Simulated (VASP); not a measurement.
Dy3O2:

```xyz
5
Lattice="5.0201 0.0000 0.0000 0.0000 5.0201 0.0000 0.0000 0.0000 3.6808" Properties=species:S:1:pos:R:3 pbc="T T T"
Dy    2.5100    2.5100    1.8404
Dy    0.0000    2.5100    1.8404
Dy    2.5100    0.0000    1.8404
O     0.0000    0.0000    0.0000
O     0.0000    0.0000    1.8404
```

The cell was built from a structure type or drawn by symmetry, and may not be a known phase.

| Property | Result |
| --- | --- |
| Program | VASP 6.6.1 |
| Task | relaxation of cell and atoms |
| Functional | PBE |
| Potentials or basis | VASP PAW PBE potentials, release 64 (Dy_3, O), 4f in core |
| Cutoff | 600 eV |
| k mesh | 4 × 4 × 6 |
| Occupations | gaussian, width 0.1 eV |
| Spin | no spin polarisation |

At the start: pressure 9.3 GPa; volume 18.55 Å³/atom.

Q: How do energy, volume and symmetry change on relaxing?

A: Over 6 steps the energy falls by 125.2 meV/atom and the volume is 22.25 Å³/atom (+19.9 %); space group P4/mmm (No. 123, to 0.1 Å) before and after.

The path:
```
step  energy change (eV)  largest force (eV/Å)  pressure (GPa)  volume (Å³)
   1              0.0000                0.0000            9.34        92.76
   2             -0.5884                0.0000            1.02       107.92
   3             -0.6151                0.0000           -0.19       111.52
   4             -0.6164                0.0000           -0.60       112.67
   5             -0.6164                0.0000           -0.45       112.25
   6             -0.6261                0.0000            0.04       111.25
```

Final structure:
```
Dy O
1.0
     5.49614    0.00000    0.00000
     0.00000    5.49614    0.00000
     0.00000    0.00000    3.68273
Dy O
3 2
Direct
  0.50000 0.50000 0.50000
  0.00000 0.50000 0.50000
  0.50000 0.00000 0.50000
  0.00000 0.00000 0.00000
  0.00000 0.00000 0.50000
```

Caveat: the volume moved by over 15 % at a fixed basis, so the end points are rough; an odd number of electrons without spin polarisation forces a metal; a magnetic or distorted state may lie lower; the run has no spin polarisation, though such a crystal can be magnetic.
